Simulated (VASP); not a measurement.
# MoS2 in VASP: single point with PBEsol

Aim: the single point of MoS2 with PBEsol.

All numbers are computed with VASP 6.6.1; they aren't measurements. Logs are shortened: lines on timing, memory, paths and dates and some standing lists are left out, and cuts for length are marked.

## 1. The cell of the first run

The cell holds a slab with vacuum, 6 atoms: a = 3.142 Å, b = 3.142 Å, c = 35.453 Å, α = 90.00°, β = 90.00°, γ = 120.00°.

## 2. Single point, PBEsol

Contents of INCAR:

```
PREC     = Accurate       # precision mode
ENCUT    = 520            # plane-wave cutoff, eV
EDIFF    = 1E-6           # SCF threshold, eV
ISMEAR   = 0              # smearing method
SIGMA    = 0.05           # smearing width, eV
LREAL    = False          # projectors in reciprocal space
LASPH    = True           # aspherical terms in the spheres
NELM     = 100            # most SCF steps
ALGO     = Normal         # electronic algorithm
ISIF     = 2              # what is computed and relaxed
LWAVE    = False          # write WAVECAR
LCHARG   = False          # write CHGCAR
LDIPOL   = True         
IDIPOL   = 3            
DIPOL    = 0.5 0.5 0.500
GGA      = PS             # functional
NBANDS   = 35             # bands
```

Contents of KPOINTS:

```
Automatic mesh
0
Gamma
  9 9 1
```

Contents of POSCAR:

```
MoS2
1.0
    3.1415002209      0.0000000000      0.0000000000
   -1.5707501104      2.7206189973      0.0000000000
    0.0000000000      0.0000000000     35.4534793489
S Mo
4 2
Direct
    0.3333333333      0.6666666667      0.2115448226
    0.3333333333      0.6666666667      0.2994395631
    0.3333333333      0.6666666667      0.7005604369
    0.3333333333      0.6666666667      0.7884551774
    0.0000000000      0.0000000000      0.2554921928
    0.0000000000      0.0000000000      0.7445078072
```

Potentials or basis: VASP PAW PBE potentials, release 64 (S, Mo_sv).

The run is started by

```bash
$ cat potpaw_PBE.64/S/POTCAR potpaw_PBE.64/Mo_sv/POTCAR > POTCAR
$ mpirun -np 1 vasp_std > vasp.out
```

OUTCAR:

```text
PREC = Accurate
   ENCUT = 520
   EDIFF = 1E-6
   ISMEAR = 0
   LREAL = False
   LASPH = True
   NELM = 100
   ISIF = 2
   GGA = PS

 ion  position               nearest neighbor table
   1  0.333  0.667  0.212-   5 2.39   5 2.39   5 2.39
   2  0.333  0.667  0.299-   5 2.39   5 2.39   5 2.39
   3  0.333  0.667  0.701-   6 2.39   6 2.39   6 2.39
   4  0.333  0.667  0.788-   6 2.39   6 2.39   6 2.39
   5  0.000  0.000  0.255-   1 2.39   1 2.39   1 2.39   2 2.39   2 2.39   2 2.39
   6  0.000  0.000  0.745-   4 2.39   4 2.39   4 2.39   3 2.39   3 2.39   3 2.39

  LATTYP: Found a hexagonal cell.
 ALAT       =     3.1415002209
 C/A-ratio  =    11.2855250218

  Lattice vectors:

 A1 = (   3.1415002209,   0.0000000000,   0.0000000000)
 A2 = (  -1.5707501104,   2.7206189973,   0.0000000000)
 A3 = (   0.0000000000,   0.0000000000,  35.4534793489)

Analysis of symmetry for initial positions (statically):
=====================================================================
 Subroutine PRICEL returns:
 Original cell was already a primitive cell.

 Routine SETGRP: Setting up the symmetry group for a
 hexagonal supercell.

 Subroutine GETGRP returns: Found 12 space group operations
 (whereof 12 operations were pure point group operations)
 out of a pool of 24 trial point group operations.

The static configuration has the point symmetry D_3h.

Analysis of symmetry for dynamics (positions and initial velocities):
=====================================================================
 Subroutine PRICEL returns:
 Original cell was already a primitive cell.

 Routine SETGRP: Setting up the symmetry group for a
 hexagonal supercell.

 Subroutine GETGRP returns: Found 12 space group operations
 (whereof 12 operations were pure point group operations)
 out of a pool of 24 trial point group operations.

The dynamic configuration has the point symmetry D_3h.

 Subroutine INISYM returns: Found 12 space group operations
 (whereof 12 operations are pure point group operations),
 and found     1 'primitive' translations

----------------------------------------------------------------------------------------

                                     Primitive cell

  volume of cell :     303.0147

  direct lattice vectors                    reciprocal lattice vectors
     3.141500221  0.000000000  0.000000000     0.318319252  0.183781706  0.000000000
[... 90 lines left out ...]
   TEBEG  =    0.0;   TEEND  =   0.0 temperature during run
   PSTRESS=    0.0 pullay stress
   NELECT =      52.0000    total number of electrons
   NUPDOWN=      -1.0000    fix difference up-down
   EMIN   =  10.00;   EMAX   =-10.00  energy-range for DOS
   EFERMI =   0.00;   METHOD = LEGACY
   ISMEAR =     0;   SIGMA  =   0.05  broadening in eV -4-tet -1-fermi 0-gaus
   EFERMI_NEDOS =   21; number of points for ismear=-14 and -15
   IALGO  =     38    algorithm
   IMIX   =      4    mixing-type and parameters
     AMIX     =   0.40;   BMIX     =  1.00
     AMIX_MAG =   1.60;   BMIX_MAG =  1.00
  volume/ion in A,a.u.               =      50.50       340.81
  Fermi-wavevector in a.u.,A,eV,Ry     =   0.909749  1.719176 11.260759  0.827642
  Thomas-Fermi vector in A             =   2.033830
   LORBIT       =      0    0 simple, 1 ext, 2 COOP (PROOUT), +10 PAW based schemes
   GGA     = PS    functional components
   LHFCALC =     F    Hartree Fock is set to
   AEXX    =    0.0000 exact exchange contribution
   IVDW    =     0    specifies the selected vdW correction
   LEPSILON=     F    determine dielectric tensor
   LRPA    =     F    only Hartree local field effects (RPA)
 non-spin polarized calculation
 Gauss-broadening in eV      SIGMA  =   0.05
  energy-cutoff  :      520.00
  volume of cell :      303.01
 maximum number of plane-waves:      8200
 NGX is ok and might be reduce to    24
   NGX = 11   NGY = 11   NGZ =131

 dipolmoment           0.000000      0.000000      0.000000 electrons x Angstroem

 number of electron      52.0000001 magnetization

 dipolmoment           0.000000      0.000000     -0.000000 electrons x Angstroem

 Free energy of the ion-electron system (eV)
  ---------------------------------------------------
  ext. energy  EPLUGINS =         0.00000000
  ---------------------------------------------------
  free energy    TOTEN  =       -46.85002352 eV

  energy without entropy =      -46.85002352  energy(sigma->0) =      -46.85002352

 E-fermi :  -1.1477     XC(G=0):  -4.3630

 val. band max:       -1.4593488434   @ k =   0.3333   0.3333   0.0000
 cond. band min:       0.3483898633   @ k =   0.3333   0.3333   0.0000
 fundamental gap:      1.8077387067
 Fermi energy:        -1.1476626883

 k-point     1 :       0.0000    0.0000    0.0000
  band No.  band energies     occupation
      1     -62.1578      2.00000
      2     -62.1578      2.00000
      3     -36.3695      2.00000
      4     -36.3695      2.00000
      5     -36.1064      2.00000
      6     -36.1064      2.00000
[... 445 lines left out ...]
     34       3.6863      0.00000
     35       5.8932      0.00000

------------------------ aborting loop because EDIFF is reached ----------------------------------------

 vacuum level on the upper side and lower side of the slab       (xc-potential included)        -0.167        -0.167

  FORCE on cell =-STRESS in cart. coord.  units (eV):
  Direction    XX          YY          ZZ          XY          YZ          ZX
  --------------------------------------------------------------------------------------
  -------------------------------------------------------------------------------------
  Total       -0.0629630     -0.0629630     -0.0407918     -0.0000000      0.0000000     -0.0000000
  in kB       -0.3329142     -0.3329142     -0.2156848     -0.0000000      0.0000000     -0.0000000
  external PRESSURE =      -0.2938377 kB  Pullay stress =       0.0000000 kB

 VOLUME and BASIS-vectors are now :
 -----------------------------------------------------------------------------
  energy-cutoff  :      520.00
  volume of cell :      303.01
      direct lattice vectors                 reciprocal lattice vectors
     3.141500221  0.000000000  0.000000000     0.318319252  0.183781706  0.000000000
    -1.570750110  2.720618997  0.000000000     0.000000000  0.367563411  0.000000000
     0.000000000  0.000000000 35.453479349     0.000000000  0.000000000  0.028205976

 POSITION                                       TOTAL-FORCE (eV/Angst)
 -----------------------------------------------------------------------------------
     -0.00000      1.81375      7.50000         0.000000      0.000000     -0.001444
     -0.00000      1.81375     10.61617         0.000000     -0.000000      0.001404
     -0.00000      1.81375     24.83730         0.000000     -0.000000     -0.001404
     -0.00000      1.81375     27.95348         0.000000      0.000000      0.001444
      0.00000      0.00000      9.05809        -0.000000      0.000000      0.000073
      0.00000      0.00000     26.39539        -0.000000      0.000000     -0.000073
 -----------------------------------------------------------------------------------
    total drift:                                0.000000     -0.000000     -0.000000

  FREE ENERGIE OF THE ION-ELECTRON SYSTEM (eV)
  ---------------------------------------------------
  free  energy   TOTEN  =       -46.8500235153 eV

  energy  without entropy=      -46.8500235153  energy(sigma->0) =      -46.85002352

 vacuum level on the upper side and lower side of the slab         4.367         4.367
```

It took 5.5 min on 1 thread of AMD EPYC 7R13, shared host; peak memory 0.4 GiB.

Results:

```
Free energy            : -46.8500 eV
Band gap on the k mesh : 1.81 eV
```

Levels at points of the mesh, in eV from the valence-band top:
```tsv
k point	band 23	band 24	band 25	band 26	band 27	band 28	band 29	band 30
(0.00, 0.00, 0.00)	-1.46	-1.46	-0.08	-0.08	2.90	2.90	2.90	2.90
```

Caveat: the PAW data sets were made with another functional, which shifts forces and pressure a little.
